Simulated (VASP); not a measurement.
Here is a VASP 6.6.1 calculation.

File INCAR:

```
PREC = Accurate
ENCUT = 600
EDIFF = 1E-7
ISMEAR = 0
SIGMA = 0.02
LREAL = F
LASPH = T
NELM = 100
ALGO = Normal
ISIF = 3
LWAVE = F
LCHARG = F
GGA = PE
IBRION = 2
NSW = 70
EDIFFG = -0.02
```

The input KPOINTS:

```
Automatic mesh
0
Gamma
  8 8 8
```

POSCAR

```
HfO2
1.0
    0.0000000000      2.5575000000      2.5575000000
    2.5575000000      0.0000000000      2.5575000000
    2.5575000000      2.5575000000      0.0000000000
Hf O
1 2
Direct
    0.0000000000      0.0000000000      0.0000000000
    0.2500000000      0.2500000000      0.2500000000
    0.7500000000      0.7500000000      0.7500000000
```

Potentials or basis: VASP PAW PBE potentials, release 64 (Hf_pv, O).

The run is started by

```bash
$ cat potpaw_PBE.64/Hf_pv/POTCAR potpaw_PBE.64/O/POTCAR > POTCAR
$ mpirun -np 1 vasp_std > vasp.out
```

Question: Predict the relaxed volume.

Answer: 10.87 Å³/atom.

Question: What does it give for the relaxed cell?

Answer: a = 3.586 Å, b = 3.586 Å, c = 3.586 Å, α = 60.00°, β = 60.00°, γ = 60.00°.

Question: Estimate the band gap on the k mesh.

Answer: 3.80 eV, direct.

Question: Estimate the space group after relaxing (to 0.05 Å).

Answer: Fm-3m (No. 225).

The path:
```tsv
step	energy change (eV)	largest force (eV/Å)	pressure (GPa)	volume (Å³)
1	0.0000	0.0000	-6.23	33.46
2	0.0194	0.0000	10.19	31.40
3	-0.0172	0.0000	-0.06	32.60
```

Caveat: spin-orbit coupling is left out, which moves the levels of the heavy elements. A k mesh can miss the band edges.
